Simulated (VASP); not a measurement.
# Sn3Se (Fm-3m) in VASP: a series of runs

Runs on Sn3Se. Level: LDA. Tasks: single point.

Everything below comes from runs of VASP 6.6.1. Logs are shortened: lines on timing, memory, paths and dates and some standing lists are left out, and cuts for length are marked.

## Step 1: The cell of the first run

Symmetry: Fm-3m, No. 225, cubic system. Conventional cell: a = 7.565 Å, b = 7.565 Å, c = 7.565 Å, α = 90.00°, β = 90.00°, γ = 90.00°. Within 4.3 Å of Sn (site symmetry m-3m) lie 8 Sn at 3.28 Å and 6 Se at 3.78 Å. Sn (site symmetry -43m) has 10 Sn at 3.28 to 3.78 Å and 4 Se at 3.28 Å within 4.3 Å. Within 4.3 Å of Se (site symmetry m-3m) lie 14 Sn at 3.28 to 3.78 Å.

## Step 2: Single point, LDA

Input file INCAR:

```
ALGO = Normal
EDIFF = 1E-6
ENCUT = 520
GGA = CA
ISIF = 2
ISMEAR = -1
LASPH = T
LCHARG = F
LREAL = F
LWAVE = F
NBANDS = 32
NELM = 80
PREC = Accurate
SIGMA = 0.05
```

Input file KPOINTS:

```
k-points
0
Gamma
  6 6 6
```

Input file POSCAR:

```
Sn3Se
1.0
    0.0000000000      3.7822638705      3.7822638705
    3.7822638705      0.0000000000      3.7822638705
    3.7822638705      3.7822638705      0.0000000000
Sn Se
3 1
Direct
    0.5000000000      0.5000000000      0.5000000000
    0.7500000000      0.7500000000      0.7500000000
    0.2500000000      0.2500000000      0.2500000000
    0.0000000000      0.0000000000      0.0000000000
```

Potentials or basis: VASP PAW LDA potentials, release 64 (Sn_d, Se).

Started as:

```sh
$ cat potpaw_LDA.64/Sn_d/POTCAR potpaw_LDA.64/Se/POTCAR > POTCAR
$ mpirun -np 1 vasp_std > vasp.out
```

OUTCAR:

```text
EDIFF = 1E-6
   ENCUT = 520
   GGA = CA
   ISIF = 2
   ISMEAR = -1
   LASPH = T
   LREAL = F
   NELM = 80
   PREC = Accurate

 ion  position               nearest neighbor table
   1  0.500  0.500  0.500-   2 3.28   3 3.28   3 3.28   3 3.28   3 3.28   2 3.28   2 3.28   2 3.28

   2  0.750  0.750  0.750-   1 3.28   4 3.28   1 3.28   1 3.28   1 3.28   4 3.28   4 3.28   4 3.28

   3  0.250  0.250  0.250-   1 3.28   4 3.28   4 3.28   4 3.28   4 3.28   1 3.28   1 3.28   1 3.28

   4  0.000  0.000  0.000-   2 3.28   3 3.28   2 3.28   2 3.28   2 3.28   3 3.28   3 3.28   3 3.28

  LATTYP: Found a face centered cubic cell.
 ALAT       =     7.5645277410

  Lattice vectors:

 A1 = (   0.0000000000,   3.7822638705,   3.7822638705)
 A2 = (   3.7822638705,   0.0000000000,   3.7822638705)
 A3 = (   3.7822638705,   3.7822638705,   0.0000000000)

Analysis of symmetry for initial positions (statically):
=====================================================================
 Subroutine PRICEL returns:
 Original cell was already a primitive cell.

 Routine SETGRP: Setting up the symmetry group for a
 face centered cubic supercell.

 Subroutine GETGRP returns: Found 48 space group operations
 (whereof 48 operations were pure point group operations)
 out of a pool of 48 trial point group operations.

The static configuration has the point symmetry O_h .

Analysis of symmetry for dynamics (positions and initial velocities):
=====================================================================
 Subroutine PRICEL returns:
 Original cell was already a primitive cell.

 Routine SETGRP: Setting up the symmetry group for a
 face centered cubic supercell.

 Subroutine GETGRP returns: Found 48 space group operations
 (whereof 48 operations were pure point group operations)
 out of a pool of 48 trial point group operations.

The dynamic configuration has the point symmetry O_h .

 Subroutine INISYM returns: Found 48 space group operations
 (whereof 48 operations are pure point group operations),
 and found     1 'primitive' translations

----------------------------------------------------------------------------------------

                                     Primitive cell

  volume of cell :     108.2145

  direct lattice vectors                    reciprocal lattice vectors
     0.000000000  3.782263871  3.782263871    -0.132195959  0.132195959  0.132195959
     3.782263871  0.000000000  3.782263871     0.132195959 -0.132195959  0.132195959
     3.782263871  3.782263871  0.000000000     0.132195959  0.132195959 -0.132195959

  length of vectors
     5.348928862  5.348928862  5.348928862     0.228970118  0.228970118  0.228970118

  position of ions in fractional coordinates (direct lattice)
     0.500000000  0.500000000  0.500000000
     0.750000000  0.750000000  0.750000000
     0.250000000  0.250000000  0.250000000
     0.000000000  0.000000000  0.000000000

  ion indices of the primitive-cell ions
   primitive index   ion index
                 1           1
                 2           2
                 3           3
                 4           4

----------------------------------------------------------------------------------------

 KPOINTS: k-points

Automatic generation of k-mesh.
 Grid dimensions read from file:
 generate k-points for:    6    6    6

 Generating k-lattice:

  Cartesian coordinates                     Fractional coordinates (reciprocal lattice)
    -0.022032660  0.022032660  0.022032660     0.166666667  0.000000000  0.000000000
     0.022032660 -0.022032660  0.022032660     0.000000000  0.166666667  0.000000000
     0.022032660  0.022032660 -0.022032660     0.000000000  0.000000000  0.166666667

  Length of vectors
     0.038161686  0.038161686  0.038161686

  Shift w.r.t. Gamma in fractional coordinates (k-lattice)
     0.000000000  0.000000000  0.000000000

 Subroutine IBZKPT returns following result:
 ===========================================

 Found     16 irreducible k-points:

 Following reciprocal coordinates:
            Coordinates               Weight
  0.000000  0.000000  0.000000      1.000000
  0.166667  0.000000  0.000000      8.000000
  0.333333  0.000000  0.000000      8.000000
  0.500000  0.000000  0.000000      4.000000
  0.166667  0.166667  0.000000      6.000000
  0.333333  0.166667  0.000000     24.000000
[... 8 lines left out ...]
 -0.333333  0.333333  0.166667     24.000000
 -0.333333  0.500000  0.166667     12.000000
   k-points           NKPTS =     16   k-points in BZ     NKDIM =     16   number of bands    NBANDS=     32
   number of dos      NEDOS =    301   number of ions     NIONS =      4
   total plane-waves  NPLWV =  64000
   dimension x,y,z NGX =    40 NGY =   40 NGZ =   40
   dimension x,y,z NGXF=    80 NGYF=   80 NGZF=   80
   ions per type =               3   1
   NGX,Y,Z   is equivalent  to a cutoff of  12.43, 12.43, 12.43 a.u.
   NGXF,Y,Z  is equivalent  to a cutoff of  24.86, 24.86, 24.86 a.u.
 SYSTEM =  unknown system
   PREC   = accura    normal or accurate (medium, high low for compatibility)
   ISTART =      0    job   : 0-new  1-cont  2-samecut
   ICHARG =      2    charge: 1-file 2-atom 10-const
   ISPIN  =      1    spin polarized calculation?
   LNONCOLLINEAR =      F non collinear calculations
   LSORBIT =      F    spin-orbit coupling
   LASPH  =      T    aspherical Exc in radial PAW
   ENCUT  =  520.0 eV  38.22 Ry    6.18 a.u.   9.95  9.95  9.95*2*pi/ulx,y,z
   NELM   =     80;   NELMIN=  2; NELMDL= -5     # of ELM steps
   EDIFF  = 0.1E-05   stopping-criterion for ELM
   LREAL  =      F    real-space projection
   EDIFFG = 0.1E-04   stopping-criterion for IOM
   NSW    =      0    number of steps for IOM
   IBRION =     -1    ionic relax: 0-MD 1-quasi-New 2-CG
   NFREE  =      0    steps in history (QN), initial steepest desc. (CG)
   ISIF   =      2    stress and relaxation
   ISYM   =      2    0-nonsym 1-usesym 2-fastsym
   POTIM  = 0.5000    time-step for ionic-motion
   TEBEG  =    0.0;   TEEND  =   0.0 temperature during run
   PSTRESS=    0.0 pullay stress
   NELECT =      48.0000    total number of electrons
   NUPDOWN=      -1.0000    fix difference up-down
   EMIN   =  10.00;   EMAX   =-10.00  energy-range for DOS
   EFERMI =   0.00;   METHOD = LEGACY
   ISMEAR =    -1;   SIGMA  =   0.05  broadening in eV -4-tet -1-fermi 0-gaus
   EFERMI_NEDOS =   21; number of points for ismear=-14 and -15
   IALGO  =     38    algorithm
   IMIX   =      4    mixing-type and parameters
     AMIX     =   0.40;   BMIX     =  1.00
     AMIX_MAG =   1.60;   BMIX_MAG =  1.00
  volume/ion in A,a.u.               =      27.05       182.57
  Fermi-wavevector in a.u.,A,eV,Ry     =   1.248514  2.359349 21.208588  1.558787
  Thomas-Fermi vector in A             =   2.382597
   LORBIT       =      0    0 simple, 1 ext, 2 COOP (PROOUT), +10 PAW based schemes
   GGA     = CA    functional components
   LHFCALC =     F    Hartree Fock is set to
   AEXX    =    0.0000 exact exchange contribution
   IVDW    =     0    specifies the selected vdW correction
   LEPSILON=     F    determine dielectric tensor
   LRPA    =     F    only Hartree local field effects (RPA)
 non-spin polarized calculation
  energy-cutoff  :      520.00
  volume of cell :      108.21
 maximum number of plane-waves:      2929
   NGX = 19   NGY = 19   NGZ = 19

 number of electron      47.9999999 magnetization

 Free energy of the ion-electron system (eV)
  ---------------------------------------------------
  ext. energy  EPLUGINS =         0.00000000
  ---------------------------------------------------
  free energy    TOTEN  =       -17.33973690 eV

  energy without entropy =      -17.30533882  energy(sigma->0) =      -17.32253786

 E-fermi :   6.5355     XC(G=0): -10.3477

 val. band max:        6.4932423903   @ k =   0.5000   0.3333   0.0000
 cond. band min:       6.5503872009   @ k =   0.5000   0.1667   0.0000
 fundamental gap:      0.0571448106
 Fermi energy:         6.5354579549

 k-point     1 :       0.0000    0.0000    0.0000
  band No.  band energies     occupation
      1     -14.9371      2.00000
      2     -14.9371      2.00000
      3     -14.9103      2.00000
      4     -14.9103      2.00000
      5     -14.9103      2.00000
      6     -14.8979      2.00000
[... 24 lines left out ...]
     31      12.7183      0.00000
     32      12.7183      0.00000

 k-point     2 :       0.1667    0.0000    0.0000
  band No.  band energies     occupation
      1     -14.9308      2.00000
      2     -14.9308      2.00000
      3     -14.9176      2.00000
      4     -14.9127      2.00000
      5     -14.9127      2.00000
      6     -14.8967      2.00000
[... 24 lines left out ...]
     31      11.4220      0.00000
     32      12.4784      0.00000

 k-point     3 :       0.3333    0.0000    0.0000
  band No.  band energies     occupation
      1     -14.9172      2.00000
      2     -14.9172      2.00000
      3     -14.9167      2.00000
      4     -14.9142      2.00000
      5     -14.9142      2.00000
      6     -14.8948      2.00000
[... 24 lines left out ...]
     31      11.1093      0.00000
     32      13.4617      0.00000

 k-point     4 :       0.5000    0.0000    0.0000
  band No.  band energies     occupation
      1     -14.9193      2.00000
      2     -14.9193      2.00000
      3     -14.9079      2.00000
      4     -14.8955      2.00000
      5     -14.8951      2.00000
      6     -14.8951      2.00000
[... 374 lines left out ...]
     31      11.3711      0.00000
     32      13.2471      0.00000

 k-point    15 :      -0.3333    0.3333    0.1667
  band No.  band energies     occupation
      1     -14.9189      2.00000
      2     -14.9184      2.00000
      3     -14.9117      2.00000
      4     -14.9093      2.00000
      5     -14.9045      2.00000
      6     -14.9037      2.00000
[... 24 lines left out ...]
     31      11.7374      0.00000
     32      14.6777      0.00000

 k-point    16 :      -0.3333    0.5000    0.1667
  band No.  band energies     occupation
      1     -14.9222      2.00000
      2     -14.9175      2.00000
      3     -14.9143      2.00000
      4     -14.9128      2.00000
      5     -14.9119      2.00000
      6     -14.9006      2.00000
[... 24 lines left out ...]
     31      11.2715      0.00000
     32      13.8422      0.00000

------------------------ aborting loop because EDIFF is reached ----------------------------------------

  FORCE on cell =-STRESS in cart. coord.  units (eV):
  Direction    XX          YY          ZZ          XY          YZ          ZX
  --------------------------------------------------------------------------------------
  -------------------------------------------------------------------------------------
  Total       -3.9767846     -3.9767846     -3.9767846      0.0000000     -0.0000000      0.0000000
  in kB      -58.8785603    -58.8785603    -58.8785603      0.0000000     -0.0000000      0.0000000
  external PRESSURE =     -58.8785603 kB  Pullay stress =       0.0000000 kB

 VOLUME and BASIS-vectors are now :
 -----------------------------------------------------------------------------
  energy-cutoff  :      520.00
  volume of cell :      108.21
      direct lattice vectors                 reciprocal lattice vectors
     0.000000000  3.782263871  3.782263871    -0.132195959  0.132195959  0.132195959
     3.782263871  0.000000000  3.782263871     0.132195959 -0.132195959  0.132195959
     3.782263871  3.782263871  0.000000000     0.132195959  0.132195959 -0.132195959

 POSITION                                       TOTAL-FORCE (eV/Angst)
 -----------------------------------------------------------------------------------
      3.78226      3.78226      3.78226        -0.000000     -0.000000     -0.000000
      5.67340      5.67340      5.67340        -0.000000     -0.000000     -0.000000
      1.89113      1.89113      1.89113         0.000000      0.000000      0.000000
      0.00000      0.00000      0.00000        -0.000000     -0.000000     -0.000000
 -----------------------------------------------------------------------------------
    total drift:                               -0.000000     -0.000000      0.000000

  FREE ENERGIE OF THE ION-ELECTRON SYSTEM (eV)
  ---------------------------------------------------
  free  energy   TOTEN  =       -17.3397368989 eV

  energy  without entropy=      -17.3053388158  energy(sigma->0) =      -17.32253786
```

It took 23 s on 1 thread of Intel Xeon 6975P-C (Granite Rapids), shared host; peak memory 0.21 GiB.

Results:

```yaml
Free_energy: -17.3397 eV
Pressure: -5.9 GPa
Band_gap_on_the_k_mesh: zero (band 24 reaches 7.14 eV, above the bottom of band 25 at 5.36 eV)
```

Caveat: spin-orbit coupling is left out, which moves the levels of the heavy elements.

## Step 3: Single point, LDA

This run uses another cell than the first one, of 27.57 Å³/atom, 1.019 times its volume.

Input file INCAR:

```
  PREC = Accurate
  ENCUT = 520
  EDIFF = 1E-6
  ISMEAR = -1
  SIGMA = 0.05
  LREAL = F
  LASPH = T
  NELM = 60
  ALGO = Normal
  ISIF = 2
  LWAVE = F
  LCHARG = F
  NBANDS = 32
```

Input file KPOINTS:

```
regular mesh
0
Gamma
  6 6 6
```

Input file POSCAR:

```
Sn3Se
1.0
    0.0000000000      3.8063553727      3.8063553727
    3.8063553727      0.0000000000      3.8063553727
    3.8063553727      3.8063553727      0.0000000000
Sn Se
3 1
Direct
    0.5000000000      0.5000000000      0.5000000000
    0.7500000000      0.7500000000      0.7500000000
    0.2500000000      0.2500000000      0.2500000000
    0.0000000000      0.0000000000      0.0000000000
```

Potentials or basis: VASP PAW LDA potentials, release 64 (Sn_d, Se).

Started as:

```sh
$ cat potpaw_LDA.64/Sn_d/POTCAR potpaw_LDA.64/Se/POTCAR > POTCAR
$ mpirun -np 1 vasp_std > vasp.out
```

Wall time 19 s (1 thread of Intel Xeon 6975P-C (Granite Rapids), shared host); peak memory 0.21 GiB.

Results (log left out):

* Free energy: -17.2600 eV
* Pressure: -6.5 GPa
* Band gap on the k mesh: zero (band 24 reaches 6.92 eV, above the bottom of band 25 at 5.19 eV)

Levels at points of the mesh, in eV from the Fermi level:
```tsv
k point	band 22	band 23	band 24	band 25	band 26	band 27
(0.00, 0.00, 0.00)	-2.62	-1.13	-1.13	-1.13	-0.47	-0.47
(0.50, 0.00, 0.00)	-1.94	-1.94	-0.93	0.21	2.02	2.02
(0.50, 0.50, 0.00)	-0.42	0.44	0.44	0.79	2.61	2.61
```

Caveat: spin-orbit coupling is left out, which moves the levels of the heavy elements.
